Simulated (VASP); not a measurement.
# Ge (I4_1/amd) in VASP: single point with r2SCAN

Aim: the single point of Ge with r2SCAN.

Everything below comes from runs of VASP 6.6.1. Logs are shortened: lines on timing, memory, paths and dates and some standing lists are left out, and cuts for length are marked.

**1. The cell of the first run**

Symmetry: I4_1/amd, No. 141, tetragonal system. Conventional cell: a = 3.936 Å, b = 3.936 Å, c = 5.845 Å, α = 90.00°, β = 90.00°, γ = 90.00°. Within 3.2 Å of Ge (site symmetry -4m2) lie 4 Ge at 2.45 Å.

**2. Single point, r2SCAN**

POSCAR reads:

```
Ge
1.0
    0.0000000000      2.7831366976      2.9222935325
    2.7831366976      0.0000000000      2.9222935325
    2.7831366976      2.7831366976      0.0000000000
Ge
2
Direct
    0.5000000000      0.5000000000      0.5000000000
    0.7500000000      0.7500000000      0.7500000000
```

INCAR.step1 reads:

```
PREC     = Accurate       # precision mode
ENCUT    = 520            # plane-wave cutoff, eV
ISMEAR   = 0              # smearing method
SIGMA    = 0.05           # smearing width, eV
LREAL    = False          # projectors in reciprocal space
LASPH    = True           # aspherical terms in the spheres
NELM     = 100            # most SCF steps
NBANDS   = 21             # bands
GGA      = PE             # functional
ALGO     = Normal         # electronic algorithm
EDIFF    = 1E-4           # SCF threshold, eV
LWAVE    = True           # write WAVECAR
LCHARG   = False          # write CHGCAR
```

INCAR.step2 reads:

```
PREC     = Accurate       # precision mode
ENCUT    = 520            # plane-wave cutoff, eV
EDIFF    = 1E-7           # SCF threshold, eV
ISMEAR   = 0              # smearing method
SIGMA    = 0.05           # smearing width, eV
LREAL    = False          # projectors in reciprocal space
LASPH    = True           # aspherical terms in the spheres
NELM     = 100            # most SCF steps
ALGO     = Normal         # electronic algorithm
ISIF     = 2              # what is computed and relaxed
LWAVE    = False          # write WAVECAR
LCHARG   = True           # write CHGCAR
METAGGA  = R2SCAN         # meta-GGA
LMIXTAU  = True         
LELF     = True           # ELF
LVHAR    = True         
NBANDS   = 21             # bands
ISTART   = 1
```

KPOINTS reads:

```
Automatic mesh
0
Gamma
  12 12 12
```

Potentials or basis: VASP PAW PBE potentials, release 64 (Ge_d).

Command:

```sh
$ cat potpaw_PBE.64/Ge_d/POTCAR > POTCAR
$ cp INCAR.step1 INCAR
$ mpirun -np 1 vasp_std > vasp.out
$ cp INCAR.step2 INCAR
$ mpirun -np 1 vasp_std > vasp.out
```

OUTCAR:

```text
PREC = Accurate
   ENCUT = 520
   EDIFF = 1E-7
   ISMEAR = 0
   LREAL = False
   LASPH = True
   NELM = 100
   ISIF = 2
   METAGGA = R2SCAN
   ISTART = 1

 ion  position               nearest neighbor table
   1  0.500  0.500  0.500-   2 2.45   2 2.45   2 2.45   2 2.45
   2  0.750  0.750  0.750-   1 2.45   1 2.45   1 2.45   1 2.45

  LATTYP: Found a body centered tetragonal cell.
 ALAT       =     3.9359496637
 C/A-ratio  =     1.4849242405

  Lattice vectors:

 A1 = (  -2.7831366976,   0.0000000000,   2.9222935325)
 A2 = (   2.7831366976,   0.0000000000,   2.9222935325)
 A3 = (   0.0000000000,   2.7831366976,  -2.9222935325)

Analysis of symmetry for initial positions (statically):
=====================================================================
 Subroutine PRICEL returns:
 Original cell was already a primitive cell.

 Routine SETGRP: Setting up the symmetry group for a
 body centered tetragonal supercell.

 Subroutine GETGRP returns: Found 16 space group operations
 (whereof  8 operations were pure point group operations)
 out of a pool of 16 trial point group operations.

The static configuration has the point symmetry D_2d.
 The point group associated with its full space group is D_4h.

Analysis of symmetry for dynamics (positions and initial velocities):
=====================================================================
 Subroutine PRICEL returns:
 Original cell was already a primitive cell.

 Routine SETGRP: Setting up the symmetry group for a
 body centered tetragonal supercell.

 Subroutine GETGRP returns: Found 16 space group operations
 (whereof  8 operations were pure point group operations)
 out of a pool of 16 trial point group operations.

The dynamic configuration has the point symmetry D_2d.
 The point group associated with its full space group is D_4h.

 Subroutine INISYM returns: Found 16 space group operations
 (whereof  8 operations are pure point group operations),
 and found     1 'primitive' translations

----------------------------------------------------------------------------------------

                                     Primitive cell

  volume of cell :      45.2713

  direct lattice vectors                    reciprocal lattice vectors
     0.000000000  2.783136698  2.922293532    -0.179653411  0.179653411  0.171098486
     2.783136698  0.000000000  2.922293532     0.179653411 -0.179653411  0.171098486
     2.783136698  2.783136698  0.000000000     0.179653411  0.179653411 -0.171098486
[... 76 lines left out ...]
   ISTART =      1    job   : 0-new  1-cont  2-samecut
   ICHARG =      0    charge: 1-file 2-atom 10-const
   ISPIN  =      1    spin polarized calculation?
   LNONCOLLINEAR =      F non collinear calculations
   LSORBIT =      F    spin-orbit coupling
   LASPH  =      T    aspherical Exc in radial PAW
   ENCUT  =  520.0 eV  38.22 Ry    6.18 a.u.   7.50  7.50  7.32*2*pi/ulx,y,z
   NELM   =    100;   NELMIN=  2; NELMDL=  0     # of ELM steps
   EDIFF  = 0.1E-06   stopping-criterion for ELM
   LREAL  =      F    real-space projection
   EDIFFG = 0.1E-05   stopping-criterion for IOM
   NSW    =      0    number of steps for IOM
   IBRION =     -1    ionic relax: 0-MD 1-quasi-New 2-CG
   NFREE  =      0    steps in history (QN), initial steepest desc. (CG)
   ISIF   =      2    stress and relaxation
   ISYM   =      2    0-nonsym 1-usesym 2-fastsym
   POTIM  = 0.5000    time-step for ionic-motion
   TEBEG  =    0.0;   TEEND  =   0.0 temperature during run
   PSTRESS=    0.0 pullay stress
   NELECT =      28.0000    total number of electrons
   NUPDOWN=      -1.0000    fix difference up-down
   EMIN   =  10.00;   EMAX   =-10.00  energy-range for DOS
   EFERMI =   0.00;   METHOD = LEGACY
   ISMEAR =     0;   SIGMA  =   0.05  broadening in eV -4-tet -1-fermi 0-gaus
   EFERMI_NEDOS =   21; number of points for ismear=-14 and -15
   IALGO  =     38    algorithm
   IMIX   =      4    mixing-type and parameters
     AMIX     =   0.40;   BMIX     =  1.00
     AMIX_MAG =   1.60;   BMIX_MAG =  1.00
  volume/ion in A,a.u.               =      22.64       152.75
  Fermi-wavevector in a.u.,A,eV,Ry     =   1.394825  2.635838 26.470653  1.945538
  Thomas-Fermi vector in A             =   2.518337
   LORBIT       =      0    0 simple, 1 ext, 2 COOP (PROOUT), +10 PAW based schemes
   METAGGA = R2SCAN    functional components
   LHFCALC =     F    Hartree Fock is set to
   AEXX    =    0.0000 exact exchange contribution
   IVDW    =     0    specifies the selected vdW correction
   LEPSILON=     F    determine dielectric tensor
   LRPA    =     F    only Hartree local field effects (RPA)
 non-spin polarized calculation
 Gauss-broadening in eV      SIGMA  =   0.05
  energy-cutoff  :      520.00
  volume of cell :       45.27
 maximum number of plane-waves:      1243
   NGX = 15   NGY = 15   NGZ = 15

 number of electron      28.0000038 magnetization

 Free energy of the ion-electron system (eV)
  ---------------------------------------------------
  ext. energy  EPLUGINS =         0.00000000
  ---------------------------------------------------
  free energy    TOTEN  =       -27.72372854 eV

  energy without entropy =      -27.72372831  energy(sigma->0) =      -27.72372842

 E-fermi :   5.0640     XC(G=0): -10.8224

 val. band max:        4.9446377902   @ k =   0.0000   0.0000   0.0000
 cond. band min:       5.1827819098   @ k =   0.0000   0.0000   0.0000
 fundamental gap:      0.2381441197
 Fermi energy:         5.0639937844

 k-point     1 :       0.0000    0.0000    0.0000
  band No.  band energies     occupation
      1     -20.6954      2.00000
      2     -20.6953      2.00000
      3     -20.6828      2.00000
      4     -20.6543      2.00000
      5     -20.6491      2.00000
      6     -20.4490      2.00000
[... 565 lines left out ...]
     20      14.9924      0.00000
     21      15.7058      0.00000

 [... further k-points ...]
[... 5 lines left out ...]
  --------------------------------------------------------------------------------------
  -------------------------------------------------------------------------------------
  Total        0.6171651      0.6171651     -0.6136190      0.0000000     -0.0000000      0.0000000
  in kB       21.8418311     21.8418311    -21.7163326      0.0000000     -0.0000000      0.0000000
  external PRESSURE =       7.3224432 kB  Pullay stress =       0.0000000 kB

 VOLUME and BASIS-vectors are now :
 -----------------------------------------------------------------------------
  energy-cutoff  :      520.00
  volume of cell :       45.27
      direct lattice vectors                 reciprocal lattice vectors
     0.000000000  2.783136698  2.922293532    -0.179653411  0.179653411  0.171098486
     2.783136698  0.000000000  2.922293532     0.179653411 -0.179653411  0.171098486
     2.783136698  2.783136698  0.000000000     0.179653411  0.179653411 -0.171098486

 POSITION                                       TOTAL-FORCE (eV/Angst)
 -----------------------------------------------------------------------------------
      2.78314      2.78314      2.92229        -0.000000     -0.000000     -0.000000
      4.17471      4.17471      4.38344         0.000000      0.000000      0.000000
 -----------------------------------------------------------------------------------
    total drift:                                0.000000     -0.000000      0.000000

  FREE ENERGIE OF THE ION-ELECTRON SYSTEM (eV)
  ---------------------------------------------------
  free  energy   TOTEN  =       -27.7237285352 eV

  energy  without entropy=      -27.7237283123  energy(sigma->0) =      -27.72372842
```

OUTCAR.step1:

```text
PREC = Accurate
   ENCUT = 520
   ISMEAR = 0
   LREAL = False
   LASPH = True
[... 800 lines left out ...]
      2.78314      2.78314      2.92229        -0.000000     -0.000000     -0.000000
      4.17471      4.17471      4.38344         0.000000      0.000000      0.000000
 -----------------------------------------------------------------------------------
    total drift:                                0.000000     -0.000000     -0.000000

  FREE ENERGIE OF THE ION-ELECTRON SYSTEM (eV)
  ---------------------------------------------------
  free  energy   TOTEN  =        -8.9919279898 eV

  energy  without entropy=       -8.9918626460  energy(sigma->0) =       -8.99189532
```

Wall time 5.1 min (1 thread of Intel Xeon 6975P-C (Granite Rapids), shared host); peak memory 0.25 GiB.

What came out:

| Item | Value |
| --- | --- |
| Free energy | -27.7237 eV |
| Pressure | 0.7 GPa |
| Band gap on the k mesh | 0.24 eV, direct |

Stress tensor (GPa, compression positive):
```
 2.18  0.00  0.00
 0.00  2.18  0.00
 0.00  0.00 -2.17
```

Caveat: the PAW data sets were made with another functional, which shifts forces and pressure a little.
